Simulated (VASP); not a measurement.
# Sn (Immm) in VASP: single point with r2SCAN

Aim: the single point of Sn with r2SCAN.

All numbers are computed with VASP 6.6.1; they aren't measurements. Logs are shortened: lines on timing, memory, paths and dates and some standing lists are left out, and cuts for length are marked.

## Step 1: The cell of the first run

The structure is orthorhombic, space group Immm (No. 71). The conventional cell has a = 3.453 Å, b = 3.551 Å, c = 4.677 Å, α = 90.00°, β = 90.00°, γ = 90.00°. Sn (site symmetry mmm) has 12 Sn at 3.41 to 3.55 Å within 4.5 Å.

## Step 2: Single point, r2SCAN

Contents of POSCAR:

```
Sn
1.0
   -1.7265390000      1.7755470000      2.3383420000
    1.7265390000     -1.7755470000      2.3383420000
    1.7265390000      1.7755470000     -2.3383420000
Sn
1
Direct
    0.0000000000      0.0000000000      0.0000000000
```

Contents of INCAR.step1:

```
SYSTEM = Sn
ALGO = Normal
EDIFF = 1E-4
ENCUT = 520
GGA = PE
ISMEAR = 0
LASPH = .TRUE.
LCHARG = .FALSE.
LREAL = .FALSE.
LWAVE = .TRUE.
NBANDS = 13
NELM = 60
PREC = Accurate
SIGMA = 0.1
```

Contents of INCAR.step2:

```
SYSTEM = Sn
ALGO = Normal
EDIFF = 1E-6
ENCUT = 520
ISIF = 2
ISMEAR = 0
ISTART = 1
LASPH = .TRUE.
LCHARG = .FALSE.
LMIXTAU = .TRUE.
LREAL = .FALSE.
LWAVE = .FALSE.
METAGGA = R2SCAN
NBANDS = 13
NELM = 60
PREC = Accurate
SIGMA = 0.1
```

Contents of KPOINTS:

```
k-points
0
G
  8 8 8
  0 0 0
```

Potentials or basis: VASP PAW PBE potentials, release 64 (Sn_d).

Command:

```bash
> cat potpaw_PBE.64/Sn_d/POTCAR > POTCAR
> cp INCAR.step1 INCAR
> mpirun -np 1 vasp_std > vasp.out
> cp INCAR.step2 INCAR
> mpirun -np 1 vasp_std > vasp.out
```

OUTCAR:

```text
SYSTEM = Sn
   EDIFF = 1E-6
   ENCUT = 520
   ISIF = 2
   ISMEAR = 0
   ISTART = 1
   LASPH = .TRUE.
   LREAL = .FALSE.
   METAGGA = R2SCAN
   NELM = 60
   PREC = Accurate

 ion  position               nearest neighbor table
   1  0.000  0.000  0.000-

  LATTYP: Found a body centered orthorhombic cell.
 ALAT       =     3.4530780000
 B/A-ratio  =     1.0283851103
 C/A-ratio  =     1.3543522620

  Lattice vectors:

 A1 = (  -1.7265390000,   1.7755470000,   2.3383420000)
 A2 = (   1.7265390000,  -1.7755470000,   2.3383420000)
 A3 = (   1.7265390000,   1.7755470000,  -2.3383420000)

Analysis of symmetry for initial positions (statically):
=====================================================================
 Subroutine PRICEL returns:
 Original cell was already a primitive cell.

 Routine SETGRP: Setting up the symmetry group for a
 body centered orthorhombic supercell.

 Subroutine GETGRP returns: Found  8 space group operations
 (whereof  8 operations were pure point group operations)
 out of a pool of  8 trial point group operations.

The static configuration has the point symmetry D_2h.

Analysis of symmetry for dynamics (positions and initial velocities):
=====================================================================
 Subroutine PRICEL returns:
 Original cell was already a primitive cell.

 Routine SETGRP: Setting up the symmetry group for a
 body centered orthorhombic supercell.

 Subroutine GETGRP returns: Found  8 space group operations
 (whereof  8 operations were pure point group operations)
 out of a pool of  8 trial point group operations.

The dynamic configuration has the point symmetry D_2h.

 Subroutine INISYM returns: Found  8 space group operations
 (whereof  8 operations are pure point group operations),
 and found     1 'primitive' translations

----------------------------------------------------------------------------------------

                                     Primitive cell

  volume of cell :      28.6732

  direct lattice vectors                    reciprocal lattice vectors
    -1.726539000  1.775547000  2.338342000     0.000000000  0.281603359  0.213826720
     1.726539000 -1.775547000  2.338342000     0.289596702  0.000000000  0.213826720
     1.726539000  1.775547000 -2.338342000     0.289596702  0.281603359  0.000000000

  length of vectors
     3.406075069  3.406075069  3.406075069     0.353584952  0.359983494  0.403938983

  position of ions in fractional coordinates (direct lattice)
     0.000000000  0.000000000  0.000000000
[... 79 lines left out ...]
   NSW    =      0    number of steps for IOM
   IBRION =     -1    ionic relax: 0-MD 1-quasi-New 2-CG
   NFREE  =      0    steps in history (QN), initial steepest desc. (CG)
   ISIF   =      2    stress and relaxation
   ISYM   =      2    0-nonsym 1-usesym 2-fastsym
   POTIM  = 0.5000    time-step for ionic-motion
   TEBEG  =    0.0;   TEEND  =   0.0 temperature during run
   PSTRESS=    0.0 pullay stress
   NELECT =      14.0000    total number of electrons
   NUPDOWN=      -1.0000    fix difference up-down
   EMIN   =  10.00;   EMAX   =-10.00  energy-range for DOS
   EFERMI =   0.00;   METHOD = LEGACY
   ISMEAR =     0;   SIGMA  =   0.10  broadening in eV -4-tet -1-fermi 0-gaus
   EFERMI_NEDOS =   21; number of points for ismear=-14 and -15
   IALGO  =     38    algorithm
   IMIX   =      4    mixing-type and parameters
     AMIX     =   0.40;   BMIX     =  1.00
     AMIX_MAG =   1.60;   BMIX_MAG =  1.00
  volume/ion in A,a.u.               =      28.67       193.50
  Fermi-wavevector in a.u.,A,eV,Ry     =   1.289116  2.436076 22.610433  1.661820
  Thomas-Fermi vector in A             =   2.421028
   LORBIT       =      0    0 simple, 1 ext, 2 COOP (PROOUT), +10 PAW based schemes
   METAGGA = R2SCAN    functional components
   LHFCALC =     F    Hartree Fock is set to
   AEXX    =    0.0000 exact exchange contribution
   IVDW    =     0    specifies the selected vdW correction
   LEPSILON=     F    determine dielectric tensor
   LRPA    =     F    only Hartree local field effects (RPA)
 non-spin polarized calculation
 Gauss-broadening in eV      SIGMA  =   0.10
  energy-cutoff  :      520.00
  volume of cell :       28.67
 maximum number of plane-waves:       797
 NGX is ok and might be reduce to    28
   NGX = 13   NGY = 13   NGZ = 13

 number of electron      13.9999998 magnetization

 Free energy of the ion-electron system (eV)
  ---------------------------------------------------
  ext. energy  EPLUGINS =         0.00000000
  ---------------------------------------------------
  free energy    TOTEN  =       -24.51021401 eV

  energy without entropy =      -24.50770118  energy(sigma->0) =      -24.50895760

 E-fermi :   7.5320     XC(G=0): -10.9914

 val. band max:        7.5246769576   @ k =   0.1250   0.2500   0.0000
 cond. band min:       7.5692059502   @ k =   0.2500  -0.1250   0.1250
 fundamental gap:      0.0445289927
 Fermi energy:         7.5320066188

 k-point     1 :       0.0000    0.0000    0.0000
  band No.  band energies     occupation
      1     -14.8136      2.00000
      2     -14.8001      2.00000
      3     -14.7742      2.00000
      4     -14.7432      2.00000
      5     -14.7083      2.00000
      6      -3.8760      2.00000
      7      14.9219      0.00000
      8      15.0688      0.00000
      9      15.5159      0.00000
     10      18.7421      0.00000
     11      19.0709      0.00000
     12      19.7109      0.00000
     13      19.7850      0.00000
[... 354 lines left out ...]
  band No.  band energies     occupation
      1     -14.8156      2.00000
      2     -14.7458      2.00000
      3     -14.7251      2.00000
      4     -14.6988      2.00000
      5     -14.6682      2.00000
      6       1.3152      2.00000
      7       4.3164      2.00000
      8       7.1335      2.00000
      9      11.7894      0.00000
     10      15.3844      0.00000
     11      20.9260      0.00000
     12      23.2202      0.00000
     13      24.1041      0.00000

 [... further k-points ...]
[... 5 lines left out ...]
  --------------------------------------------------------------------------------------
  -------------------------------------------------------------------------------------
  Total       -0.3994378     -0.2697605     -0.5896026     -0.0000000      0.0000000      0.0000000
  in kB      -22.3194352    -15.0734413    -32.9452921     -0.0000000      0.0000000      0.0000000
  external PRESSURE =     -23.4460562 kB  Pullay stress =       0.0000000 kB

 VOLUME and BASIS-vectors are now :
 -----------------------------------------------------------------------------
  energy-cutoff  :      520.00
  volume of cell :       28.67
      direct lattice vectors                 reciprocal lattice vectors
    -1.726539000  1.775547000  2.338342000     0.000000000  0.281603359  0.213826720
     1.726539000 -1.775547000  2.338342000     0.289596702  0.000000000  0.213826720
     1.726539000  1.775547000 -2.338342000     0.289596702  0.281603359  0.000000000

 POSITION                                       TOTAL-FORCE (eV/Angst)
 -----------------------------------------------------------------------------------
      0.00000      0.00000      0.00000         0.000000     -0.000000      0.000000
 -----------------------------------------------------------------------------------
    total drift:                               -0.000000     -0.000000     -0.000000

  FREE ENERGIE OF THE ION-ELECTRON SYSTEM (eV)
  ---------------------------------------------------
  free  energy   TOTEN  =       -24.5102140059 eV

  energy  without entropy=      -24.5077011843  energy(sigma->0) =      -24.50895760
```

OUTCAR.step1:

```text
SYSTEM = Sn
   EDIFF = 1E-4
   ENCUT = 520
   GGA = PE
   ISMEAR = 0
   LASPH = .TRUE.
[... 604 lines left out ...]
 -----------------------------------------------------------------------------------
      0.00000      0.00000      0.00000         0.000000     -0.000000      0.000000
 -----------------------------------------------------------------------------------
    total drift:                               -0.000000     -0.000000     -0.000000

  FREE ENERGIE OF THE ION-ELECTRON SYSTEM (eV)
  ---------------------------------------------------
  free  energy   TOTEN  =        -3.7977202764 eV

  energy  without entropy=       -3.7945579164  energy(sigma->0) =       -3.79613910
```

OSZICAR.step1:

```text
N       E                     dE             d eps       ncg     rms          rms(c)
DAV:   1     0.810142527745E+02    0.81014E+02   -0.72311E+03  2538   0.160E+03
DAV:   2     0.210567257098E+01   -0.78909E+02   -0.76251E+02  2615   0.341E+02
DAV:   3    -0.368365969332E+01   -0.57893E+01   -0.57689E+01  2940   0.740E+01
DAV:   4    -0.380481936186E+01   -0.12116E+00   -0.12114E+00  3018   0.116E+01
DAV:   5    -0.380863934170E+01   -0.38200E-02   -0.38199E-02  3269   0.197E+00    0.119E+00
DAV:   6    -0.380041864769E+01    0.82207E-02   -0.91757E-03  3189   0.160E+00    0.658E-01
DAV:   7    -0.379781788783E+01    0.26008E-02   -0.60991E-03  3220   0.124E+00    0.884E-02
DAV:   8    -0.379772027640E+01    0.97611E-04   -0.62806E-04  3045   0.421E-01
   1 F= -.37977203E+01 E0= -.37961391E+01  d E =-.316236E-02
```

Run time: 3 min. Hardware: 1 thread of Intel Xeon Platinum 8259CL at 2.50GHz (Skylake/Cascade Lake), shared host; peak memory 0.18 GiB.

What came out:

- Free energy: -24.5102 eV
- Pressure: -2.3 GPa
- Band gap on the k mesh: zero (band 7 reaches 14.92 eV, above the bottom of band 8 at 5.78 eV)

Stress tensor (GPa, compression positive):
```
-2.23  0.00  0.00
 0.00 -1.51  0.00
 0.00  0.00 -3.29
```

Caveat: the PAW data sets were made with another functional, which shifts forces and pressure a little; spin-orbit coupling is left out, which moves the levels of the heavy elements.
